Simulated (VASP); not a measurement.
Runs of VASP 6.6.1 on Sb. The structure is that of space group Im-3m (No. 229), or close to it. The cells are those of the table. 

```tsv
task	cell	k mesh	cutoff (eV)	gap on the mesh (eV)	pressure (GPa)
single point	a = 3.301 Å, angles 109.5°, 1 atom	12 × 12 × 12	520	none	-0.2
relaxation of cell and atoms	relaxed from a = 3.281 Å, angles 109.5°, 1 atom	12 × 12 × 12	600	none	0.0
single point	a = 3.345 Å, angles 109.5°, 1 atom	13 × 13 × 13	520	none	-2.2
single point	a = 3.301 Å, angles 109.5°, 1 atom	13 × 13 × 13	520	none	-0.2
single point	a = 3.301 Å, angles 109.5°, 1 atom	19 × 19 × 19	520	none	-0.2
single point	a = 3.163 Å, angles 109.5°, 1 atom	13 × 13 × 13	520	none	(a)
single point	a = 3.387 Å, angles 109.5°, 1 atom	13 × 13 × 13	520	none	-3.8
single point	a = 3.428 Å, angles 109.5°, 1 atom	13 × 13 × 13	520	none	-5.1
```

Alike in all rows: level revPBE; potentials or basis VASP PAW PBE potentials, release 64 (Sb); no spin polarisation; smearing fermi-dirac 0.1 eV.

Question: Estimate the missing entries.

Answer: (a) 9.2.

Caveats: the PAW data sets were made with another functional, which shifts forces and pressure a little; spin-orbit coupling is left out, which moves the levels of the heavy elements.

A k mesh can miss the band edges, and the runs leave out spin-orbit coupling on Sb.

A gap of «none» marks levels without a gap at the run's occupations.
